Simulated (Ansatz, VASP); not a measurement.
One calculation of AlP, two programs

File INCAR:

```
  ALGO = Normal
  EDIFF = 1E-6
  ENCUT = 500
  GGA = PE
  GGA_COMPAT = False
  ISIF = 2
  ISMEAR = -4
  LASPH = True
  LCHARG = False
  LREAL = False
  LWAVE = False
  NBANDS = 11
  NELM = 120
  PREC = Accurate
  SIGMA = 0.1
```

Contents of KPOINTS:

```
k-points
0
Gamma
  4 4 4
```

POSCAR

```
AlP
1.0
    0.0000000000      2.7364837130      2.7364837130
    2.7364837130      0.0000000000      2.7364837130
    2.7364837130      2.7364837130      0.0000000000
Al P
1 1
Direct
    0.0000000000      0.0000000000      0.0000000000
    0.7500000000      0.7500000000      0.7500000000
```

Input for Ansatz:

```yaml
crystal:
  lattice:
    - [0.0, 2.736483713, 2.736483713]
    - [2.736483713, 0.0, 2.736483713]
    - [2.736483713, 2.736483713, 0.0]
  atoms:
    - { symbol: Al, position: [0.0, 0.0, 0.0] }
    - { symbol: P, position: [0.75, 0.75, 0.75] }
basis:
  ecutwfc: 420
kpoints:
  mp_grid: { grid: [4, 4, 4] }
hamiltonian:
  xc: pbe
scf:
  occupations: { method: tetrahedron_uncorrected }
output:
  forces: true
  stress: true
  eigenvalues: true
```

Alike in both runs: task single point; functional PBE; k mesh 4 × 4 × 4; no spin polarisation.

|  | VASP | Ansatz |
| --- | --- | --- |
| version | VASP 6.6.1 | Ansatz 0.2.0 |
| potentials or method | VASP PAW PBE potentials, release 64 (Al, P), cutoff 500 eV | scalar-relativistic, plane waves, PAW |
| occupations | tetrahedron | tetrahedron-uncorrected |
| valence electrons in the cell | 8 | 8 |

Ansatz gave:

| Item | Value |
| --- | --- |
| gap on the k mesh at the Fermi level (eV) | 1.57 |
| least direct gap on the mesh (eV) | 3.24 |
| pressure (GPa) | 2.0 |

Task: What did VASP give for the same quantities?

Result: gap on the k mesh at the Fermi level (eV): 1.57; least direct gap on the mesh (eV): 3.24; pressure (GPa): 1.9.

Ansatz's warnings: band table not solved further.

The k mesh is coarse, so the values compare programs but aren't converged.
